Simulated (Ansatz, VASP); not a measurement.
## GaSb in VASP and in Ansatz

```xyz
2
Lattice="0.0000 2.5986 2.5986 2.5986 0.0000 2.5986 2.5986 2.5986 0.0000" Properties=species:S:1:pos:R:3 pbc="T T T"
Ga    0.0000    0.0000    0.0000
Sb    2.5986    2.5986    2.5986
```

Change from the starting cell: volume scaled by 0.72, norm-conserving files.

Alike in both runs: task single point; functional PBE; k mesh 13 × 13 × 13; occupations fermi-dirac, width 0.08 eV; no spin polarisation.

```csv
,VASP,Ansatz
version,VASP 6.6.1,Ansatz 0.2.0
potentials or method,"VASP PAW PBE potentials, release 64 (Ga_d, Sb)","norm-conserving pseudopotentials, scalar-relativistic"
plane-wave cutoff (eV),500,1088
valence electrons in the cell,18,28
```

|  | VASP | Ansatz | Ansatz less VASP |
| --- | --- | --- | --- |
| pressure (GPa) | 40.2 | 40.1 | -0.14 |

Both programs put the cell under a high pressure, so it lies far from rest at this level. VASP's potentials hold 18 valence electrons a cell and Ansatz's 28, so a difference there can come from the potentials and not from the codes.

Spin-orbit coupling is off throughout.
